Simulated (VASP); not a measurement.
# PtS2 (P-3m1) in VASP: further runs

Aim: see how the results for PtS2 move with the level of theory and the settings. Levels: PBE, HSE06, r2SCAN-based global hybrid with 35 % exact exchange, r2SCAN-based global hybrid with 50 % exact exchange. Tasks: single point.

Everything below comes from runs of VASP 6.6.1. Logs are shortened: lines on timing, memory, paths and dates and some standing lists are left out, and cuts for length are marked.

## (1) The cell of the first run

It takes space group P-3m1 (No. 164, trigonal). The conventional cell has a = 3.685 Å, b = 3.685 Å, c = 5.039 Å, α = 90.00°, β = 90.00°, γ = 120.00°. Pt (site symmetry -3m) has 6 S at 2.42 Å within 3.2 Å. Within 3.2 Å of S (site symmetry 3m) lie 3 Pt at 2.42 Å and 3 S at 3.12 Å.

## (2) Single point, PBE

Contents of INCAR:

```
SYSTEM = PtS2
ALGO = Normal
EDIFF = 1E-6
ENCUT = 570
GGA = PE
GGA_COMPAT = .FALSE.
ISIF = 2
ISMEAR = -1
LASPH = .TRUE.
LCHARG = .FALSE.
LREAL = .FALSE.
LWAVE = .FALSE.
NBANDS = 22
NELM = 120
PREC = Accurate
SIGMA = 0.05
```

Contents of KPOINTS:

```
k-points
0
G
  7 7 5
  0 0 0
```

Contents of POSCAR:

```
PtS2
1.0
    3.6849280000      0.0000000000      0.0000000000
   -1.8424640000      3.1912412591      0.0000000000
    0.0000000000      0.0000000000      5.0388000000
Pt S
1 2
Direct
    0.0000000000      0.0000000000      0.0000000000
    0.6666666667      0.3333333333      0.7730000000
    0.3333333333      0.6666666667      0.2270000000
```

Potentials or basis: VASP PAW PBE potentials, release 64 (Pt_sv_GW, S).

On the command line:

```
> cat potpaw_PBE.64/Pt_sv_GW/POTCAR potpaw_PBE.64/S/POTCAR > POTCAR
> mpirun -np 1 vasp_std > vasp.out
```

OUTCAR:

```text
SYSTEM = PtS2
   EDIFF = 1E-6
   ENCUT = 570
   GGA = PE
   ISIF = 2
   ISMEAR = -1
   LASPH = .TRUE.
   LREAL = .FALSE.
   NELM = 120
   PREC = Accurate

 ion  position               nearest neighbor table
   1  0.000  0.000  0.000-   2 2.42   3 2.42   3 2.42   2 2.42   2 2.42   3 2.42
   2  0.667  0.333  0.773-   1 2.42   1 2.42   1 2.42
   3  0.333  0.667  0.227-   1 2.42   1 2.42   1 2.42

  LATTYP: Found a hexagonal cell.
 ALAT       =     3.6849280000
 C/A-ratio  =     1.3674079928

  Lattice vectors:

 A1 = (   3.6849280000,   0.0000000000,   0.0000000000)
 A2 = (  -1.8424640000,   3.1912412591,   0.0000000000)
 A3 = (   0.0000000000,   0.0000000000,   5.0388000000)

Analysis of symmetry for initial positions (statically):
=====================================================================
 Subroutine PRICEL returns:
 Original cell was already a primitive cell.

 Routine SETGRP: Setting up the symmetry group for a
 hexagonal supercell.

 Subroutine GETGRP returns: Found 12 space group operations
 (whereof 12 operations were pure point group operations)
 out of a pool of 24 trial point group operations.

The static configuration has the point symmetry D_3d.

Analysis of symmetry for dynamics (positions and initial velocities):
=====================================================================
 Subroutine PRICEL returns:
 Original cell was already a primitive cell.

 Routine SETGRP: Setting up the symmetry group for a
 hexagonal supercell.

 Subroutine GETGRP returns: Found 12 space group operations
 (whereof 12 operations were pure point group operations)
 out of a pool of 24 trial point group operations.

The dynamic configuration has the point symmetry D_3d.

 Subroutine INISYM returns: Found 12 space group operations
 (whereof 12 operations are pure point group operations),
 and found     1 'primitive' translations

----------------------------------------------------------------------------------------

                                     Primitive cell

  volume of cell :      59.2537

  direct lattice vectors                    reciprocal lattice vectors
     3.684928000  0.000000000  0.000000000     0.271375723  0.156678847  0.000000000
    -1.842464000  3.191241259  0.000000000     0.000000000  0.313357693  0.000000000
     0.000000000  0.000000000  5.038800000     0.000000000  0.000000000  0.198459951

  length of vectors
     3.684928000  3.684928000  5.038800000     0.313357693  0.313357693  0.198459951

  position of ions in fractional coordinates (direct lattice)
     0.000000000  0.000000000  0.000000000
     0.666666667  0.333333333  0.773000000
     0.333333333  0.666666667  0.227000000

  ion indices of the primitive-cell ions
   primitive index   ion index
                 1           1
                 2           2
                 3           3

----------------------------------------------------------------------------------------

 KPOINTS: k-points

Automatic generation of k-mesh.
 Grid dimensions read from file:
 generate k-points for:    7    7    5

 Generating k-lattice:

  Cartesian coordinates                     Fractional coordinates (reciprocal lattice)
     0.038767960  0.022382692  0.000000000     0.142857143  0.000000000  0.000000000
     0.000000000  0.044765385  0.000000000     0.000000000  0.142857143  0.000000000
     0.000000000  0.000000000  0.039691990     0.000000000  0.000000000  0.200000000

  Length of vectors
     0.044765385  0.044765385  0.039691990

  Shift w.r.t. Gamma in fractional coordinates (k-lattice)
     0.000000000  0.000000000  0.000000000

 Subroutine IBZKPT returns following result:
 ===========================================

 Found     32 irreducible k-points:

 Following reciprocal coordinates:
            Coordinates               Weight
  0.000000  0.000000  0.000000      1.000000
  0.142857  0.000000  0.000000      6.000000
  0.285714  0.000000  0.000000      6.000000
  0.428571 -0.000000  0.000000      6.000000
  0.142857  0.142857  0.000000      6.000000
  0.285714  0.142857  0.000000     12.000000
[... 16 lines left out ...]
  0.000000  0.142857  0.400000      6.000000
  0.285714  0.000000  0.400000      6.000000
 [... further k-points ...]
   k-points           NKPTS =     32   k-points in BZ     NKDIM =     32   number of bands    NBANDS=     22
   number of dos      NEDOS =    301   number of ions     NIONS =      3
   total plane-waves  NPLWV =  36000
   dimension x,y,z NGX =    30 NGY =   30 NGZ =   40
   dimension x,y,z NGXF=    60 NGYF=   60 NGZF=   80
   ions per type =               1   2
   NGX,Y,Z   is equivalent  to a cutoff of  13.53, 13.53, 13.20 a.u.
   NGXF,Y,Z  is equivalent  to a cutoff of  27.07, 27.07, 26.39 a.u.
 SYSTEM =  PtS2
   PREC   = accura    normal or accurate (medium, high low for compatibility)
   ISTART =      0    job   : 0-new  1-cont  2-samecut
   ICHARG =      2    charge: 1-file 2-atom 10-const
   ISPIN  =      1    spin polarized calculation?
   LNONCOLLINEAR =      F non collinear calculations
   LSORBIT =      F    spin-orbit coupling
   LASPH  =      T    aspherical Exc in radial PAW
   ENCUT  =  570.0 eV  41.89 Ry    6.47 a.u.   7.17  7.17  9.81*2*pi/ulx,y,z
   NELM   =    120;   NELMIN=  2; NELMDL= -5     # of ELM steps
   EDIFF  = 0.1E-05   stopping-criterion for ELM
   LREAL  =      F    real-space projection
   EDIFFG = 0.1E-04   stopping-criterion for IOM
   NSW    =      0    number of steps for IOM
   IBRION =     -1    ionic relax: 0-MD 1-quasi-New 2-CG
   NFREE  =      0    steps in history (QN), initial steepest desc. (CG)
   ISIF   =      2    stress and relaxation
   ISYM   =      2    0-nonsym 1-usesym 2-fastsym
   POTIM  = 0.5000    time-step for ionic-motion
   TEBEG  =    0.0;   TEEND  =   0.0 temperature during run
   PSTRESS=    0.0 pullay stress
   NELECT =      30.0000    total number of electrons
   NUPDOWN=      -1.0000    fix difference up-down
   EMIN   =  10.00;   EMAX   =-10.00  energy-range for DOS
   EFERMI =   0.00;   METHOD = LEGACY
   ISMEAR =    -1;   SIGMA  =   0.05  broadening in eV -4-tet -1-fermi 0-gaus
   EFERMI_NEDOS =   21; number of points for ismear=-14 and -15
   IALGO  =     38    algorithm
   IMIX   =      4    mixing-type and parameters
     AMIX     =   0.40;   BMIX     =  1.00
     AMIX_MAG =   1.60;   BMIX_MAG =  1.00
  volume/ion in A,a.u.               =      19.75       133.29
  Fermi-wavevector in a.u.,A,eV,Ry     =   1.304798  2.465711 23.163894  1.702498
  Thomas-Fermi vector in A             =   2.435710
   LORBIT       =      0    0 simple, 1 ext, 2 COOP (PROOUT), +10 PAW based schemes
   GGA     = PE    functional components
   LHFCALC =     F    Hartree Fock is set to
   AEXX    =    0.0000 exact exchange contribution
   IVDW    =     0    specifies the selected vdW correction
   LEPSILON=     F    determine dielectric tensor
   LRPA    =     F    only Hartree local field effects (RPA)
 non-spin polarized calculation
  energy-cutoff  :      570.00
  volume of cell :       59.25
 maximum number of plane-waves:      1844
 NGX is ok and might be reduce to    30
   NGX = 15   NGY = 15   NGZ = 19

 number of electron      29.9999996 magnetization

 Free energy of the ion-electron system (eV)
  ---------------------------------------------------
  ext. energy  EPLUGINS =         0.00000000
  ---------------------------------------------------
  free energy    TOTEN  =       -15.33043100 eV

  energy without entropy =      -15.33036516  energy(sigma->0) =      -15.33039808

 E-fermi :   5.9017     XC(G=0): -10.3642

 val. band max:        5.5466810806   @ k =   0.0000   0.0000   0.0000
 cond. band min:       6.2376891011   @ k =   0.0000   0.2857   0.2000
 fundamental gap:      0.6910080205
 Fermi energy:         5.9017478292

 k-point     1 :       0.0000    0.0000    0.0000
  band No.  band energies     occupation
      1     -93.8260      2.00000
      2     -48.0094      2.00000
      3     -48.0094      2.00000
      4     -47.7842      2.00000
      5      -9.2964      2.00000
      6      -6.4174      2.00000
[... 14 lines left out ...]
     21      13.3545      0.00000
     22      17.1302      0.00000

 k-point     2 :       0.1429    0.0000    0.0000
  band No.  band energies     occupation
      1     -93.8264      2.00000
      2     -48.0122      2.00000
      3     -48.0104      2.00000
      4     -47.7843      2.00000
      5      -9.0648      2.00000
      6      -6.5615      2.00000
[... 14 lines left out ...]
     21      14.0559      0.00000
     22      15.9669      0.00000

 k-point     3 :       0.2857    0.0000    0.0000
  band No.  band energies     occupation
      1     -93.8265      2.00000
      2     -48.0181      2.00000
      3     -48.0118      2.00000
      4     -47.7838      2.00000
      5      -8.4516      2.00000
      6      -6.8794      2.00000
[... 14 lines left out ...]
     21      14.4702      0.00000
     22      14.5423      0.00000

 k-point     4 :       0.4286   -0.0000    0.0000
  band No.  band energies     occupation
      1     -93.8266      2.00000
      2     -48.0227      2.00000
      3     -48.0131      2.00000
      4     -47.7834      2.00000
      5      -7.7333      2.00000
      6      -7.2291      2.00000
[... 14 lines left out ...]
     21      14.0894      0.00000
     22      15.7123      0.00000

 k-point     5 :       0.1429    0.1429    0.0000
  band No.  band energies     occupation
      1     -93.8264      2.00000
      2     -48.0160      2.00000
      3     -48.0117      2.00000
      4     -47.7839      2.00000
      5      -8.6409      2.00000
      6      -6.7858      2.00000
[... 14 lines left out ...]
     21      14.7308      0.00000
     22      15.2377      0.00000

 k-point     6 :       0.2857    0.1429    0.0000
  band No.  band energies     occupation
      1     -93.8264      2.00000
      2     -48.0205      2.00000
      3     -48.0137      2.00000
      4     -47.7833      2.00000
      5      -7.9696      2.00000
      6      -7.0797      2.00000
[... 14 lines left out ...]
     21      14.0266      0.00000
     22      15.3901      0.00000

 k-point     7 :       0.4286    0.1429    0.0000
  band No.  band energies     occupation
      1     -93.8266      2.00000
      2     -48.0227      2.00000
      3     -48.0148      2.00000
      4     -47.7831      2.00000
      5      -7.4176      2.00000
      6      -7.3983      2.00000
[... 324 lines left out ...]
      6      -7.2670      2.00000
[... 14 lines left out ...]
     21      14.6991      0.00000
     22      15.4727      0.00000

 k-point    21 :       0.0000    0.0000    0.4000
  band No.  band energies     occupation
      1     -93.8264      2.00000
      2     -48.0096      2.00000
      3     -48.0096      2.00000
      4     -47.7849      2.00000
      5      -9.0383      2.00000
      6      -6.9947      2.00000
[... 14 lines left out ...]
     21      13.0032      0.00000
     22      15.1540      0.00000

 k-point    22 :       0.1429    0.0000    0.4000
  band No.  band energies     occupation
      1     -93.8267      2.00000
      2     -48.0124      2.00000
      3     -48.0104      2.00000
      4     -47.7846      2.00000
      5      -8.8095      2.00000
      6      -7.0522      2.00000
[... 14 lines left out ...]
     21      13.6345      0.00000
     22      14.6161      0.00000

 k-point    23 :       0.0000    0.1429    0.4000
  band No.  band energies     occupation
      1     -93.8267      2.00000
      2     -48.0124      2.00000
      3     -48.0104      2.00000
      4     -47.7846      2.00000
      5      -8.8129      2.00000
      6      -7.0439      2.00000
[... 14 lines left out ...]
     21      14.0551      0.00000
     22      14.3454      0.00000

 k-point    24 :       0.2857    0.0000    0.4000
  band No.  band energies     occupation
      1     -93.8265      2.00000
      2     -48.0180      2.00000
      3     -48.0120      2.00000
      4     -47.7838      2.00000
      5      -8.2103      2.00000
      6      -7.1985      2.00000
[... 14 lines left out ...]
     21      15.1254      0.00000
     22      15.1966      0.00000

 [... further k-points ...]
[... 5 lines left out ...]
  --------------------------------------------------------------------------------------
  -------------------------------------------------------------------------------------
  Total       -1.5677249     -1.5677249      0.6839408      0.0000000      0.0000000      0.0000000
  in kB      -42.3901231    -42.3901231     18.4932544      0.0000000      0.0000000      0.0000000
  external PRESSURE =     -22.0956639 kB  Pullay stress =       0.0000000 kB

 VOLUME and BASIS-vectors are now :
 -----------------------------------------------------------------------------
  energy-cutoff  :      570.00
  volume of cell :       59.25
      direct lattice vectors                 reciprocal lattice vectors
     3.684928000  0.000000000  0.000000000     0.271375723  0.156678847  0.000000000
    -1.842464000  3.191241259  0.000000000     0.000000000  0.313357693  0.000000000
     0.000000000  0.000000000  5.038800000     0.000000000  0.000000000  0.198459951

 POSITION                                       TOTAL-FORCE (eV/Angst)
 -----------------------------------------------------------------------------------
      0.00000      0.00000      0.00000        -0.000000      0.000000      0.000000
      1.84246      1.06375      3.89499         0.000000     -0.000000     -0.202595
     -0.00000      2.12749      1.14381        -0.000000      0.000000      0.202595
 -----------------------------------------------------------------------------------
    total drift:                                0.000000     -0.000000      0.000000

  FREE ENERGIE OF THE ION-ELECTRON SYSTEM (eV)
  ---------------------------------------------------
  free  energy   TOTEN  =       -15.3304309956 eV

  energy  without entropy=      -15.3303651603  energy(sigma->0) =      -15.33039808
```

Run time: 22 s. Hardware: 1 thread of Intel Xeon 6975P-C (Granite Rapids), shared host; peak memory 0.21 GiB.

What came out:

| Property | Result |
| --- | --- |
| Free energy | -15.3304 eV |
| Pressure | -2.2 GPa |
| Largest force | 0.203 eV/Å |
| Band gap on the k mesh | 0.69 eV (least direct gap 0.92 eV) |

Forces on the atoms (eV/Å):
```
Pt   0.000  0.000  0.000
S    0.000  0.000 -0.203
S    0.000  0.000  0.203
```

Levels at points of the mesh, in eV from the valence-band top:
```csv
k point,band 11,band 12,band 13,band 14,band 15,band 16,band 17,band 18,band 19,band 20
"(0.00, 0.00, 0.00)",-3.51,-1.58,-1.13,-1.13,0.00,2.14,2.14,4.77,5.01,7.81
```

Caveat: the stress differs along the axes, from -4 to 2 GPa; spin-orbit coupling is left out, which moves the levels of the heavy elements. A k mesh can miss the band edges.

[end of part 1 of 2]
